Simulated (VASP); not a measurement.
InGa3As4, 8 atoms in the cell. It takes space group Pmm2 (No. 25, orthorhombic). The conventional cell has a = 4.052 Å, b = 8.121 Å, c = 5.740 Å, α = 90.00°, β = 90.00°, γ = 90.00°. Within 3.2 Å of Ga (site symmetry m) lie 4 As at 2.45 to 2.46 Å. Ga (site symmetry mm2) has 4 As at 2.43 to 2.46 Å within 3.2 Å. As (site symmetry m) has 3 Ga at 2.43 to 2.45 Å and 1 In at 2.60 Å within 3.2 Å. As (site symmetry mm2) has 4 Ga at 2.46 Å within 3.2 Å. As (site symmetry mm2) has 2 Ga at 2.45 Å and 2 In at 2.58 Å within 3.2 Å. In (site symmetry mm2) has 4 As at 2.58 to 2.60 Å within 3.4 Å.  This cell differs from its parent crystal: volume changed by -6%.

- Program: VASP 6.6.1
- Task: single point
- Functional: PBE
- Potentials or basis: VASP PAW PBE potentials, release 64 (Ga_d, As, In_d)
- Cutoff: 520 eV
- k mesh: 6 × 4 × 4
- Occupations: fermi-dirac, width 0.02 eV
- Spin: no spin polarisation
- Dipole correction: no
- Further INCAR settings: ALGO = Normal; EDIFF = 1e-06; NBANDS = 46

Potentials or basis: VASP PAW PBE potentials, release 64 (Ga_d, As, In_d).

Run with:

```console
$ cat potpaw_PBE.64/Ga_d/POTCAR potpaw_PBE.64/As/POTCAR potpaw_PBE.64/In_d/POTCAR > POTCAR
$ mpirun -np 1 vasp_std > vasp.out
```

Hardware: 1 thread of Intel(R) Xeon(R) 6975P-C (Granite Rapids), on a shared host.

Q: Estimate the wall time of this run.

A: It took 3 min on 1 thread of Intel(R) Xeon(R) 6975P-C (Granite Rapids), with other jobs on the host, peak memory 0.46 GiB. Counts: scf iterations 14, k points 36.
